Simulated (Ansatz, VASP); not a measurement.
This is a calculation of Re for VASP 6.6.1.

POSCAR

```
Re
1.0
    2.7422705826      0.0000000000      0.0000000000
   -1.3711352913      2.3748759886      0.0000000000
    0.0000000000      0.0000000000      4.4282782931
Re
2
Direct
    0.6666666667      0.3333333333      0.7500000000
    0.3333333333      0.6666666667      0.2500000000
```

File INCAR.step1:

```
PREC = Accurate
ENCUT = 520
ISMEAR = -1
SIGMA = 0.05
LREAL = F
LASPH = T
NELM = 100
NBANDS = 14
GGA = PE
ALGO = Normal
EDIFF = 1E-4
LWAVE = T
LCHARG = F
```

File INCAR.step2:

```
PREC = Accurate
ENCUT = 520
EDIFF = 1E-7
ISMEAR = -1
SIGMA = 0.05
LREAL = F
LASPH = T
NELM = 100
ALGO = Normal
ISIF = 2
LWAVE = F
LCHARG = F
METAGGA = R2SCAN
LMIXTAU = T
IVDW = 13
VDW_S6 = 1.0
VDW_S8 = 0.6018749
VDW_A1 = 0.51559235
VDW_A2 = 5.77342911
NBANDS = 14
ISTART = 1
```

The input KPOINTS:

```
regular mesh
0
Gamma
  11 11 6
```

Potentials or basis: VASP PAW PBE potentials, release 64 (Re).

Launch:

```sh
$ cat potpaw_PBE.64/Re/POTCAR > POTCAR
$ cp INCAR.step1 INCAR
$ mpirun -np 1 vasp_std > vasp.out
$ cp INCAR.step2 INCAR
$ mpirun -np 1 vasp_std > vasp.out
```

Q: Set up the same calculation for Ansatz 0.2.0. Potentials there: Ansatz PAW.

A: As run (the cutoff follows the program's own potentials):

input.yaml

```yaml
crystal:
  lattice:
    - [2.7422705826, 0.0, 0.0]
    - [-1.3711352913, 2.3748759886, 0.0]
    - [0.0, 0.0, 4.4282782931]
  atoms:
    - { symbol: Re, position: [0.6666666667, 0.3333333333, 0.75] }
    - { symbol: Re, position: [0.3333333333, 0.6666666667, 0.25] }
hamiltonian:
  xc: r2scan
  pseudopotentials: { kind: paw }
  dispersion: d4
kpoints:
  mp_grid: { grid: [11, 11, 6] }
scf:
  occupations: { method: fermi_dirac, width: 0.05 }
output:
  forces: true
  stress: true
  eigenvalues: true
```

Potentials or basis: Ansatz PAW.

Run with:

```console
$ ansatz run input.yaml --threads 2 --pin off --max-ram 5120MiB --backend cpu --events-out ev --progress --plain --runs-dir out
```

Both were run:

|  | VASP | Ansatz | Ansatz less VASP |
| --- | --- | --- | --- |
| gap on the k mesh at the Fermi level (eV) | none | none | - |
| pressure (GPa) | 5.9 | 5.7 | -0.20 |
| traceless stress, the component that is largest in VASP (GPa) | 0.59 | 0.68 | +0.091 |

VASP's potentials were made for PBE, not for r2SCAN. A gap of «none» marks a metal or a gap that the smearing closes. VASP's potentials hold 14 valence electrons a cell and Ansatz's 30, so a difference there can come from the potentials and not from the codes.

Neither program's run includes spin-orbit coupling.
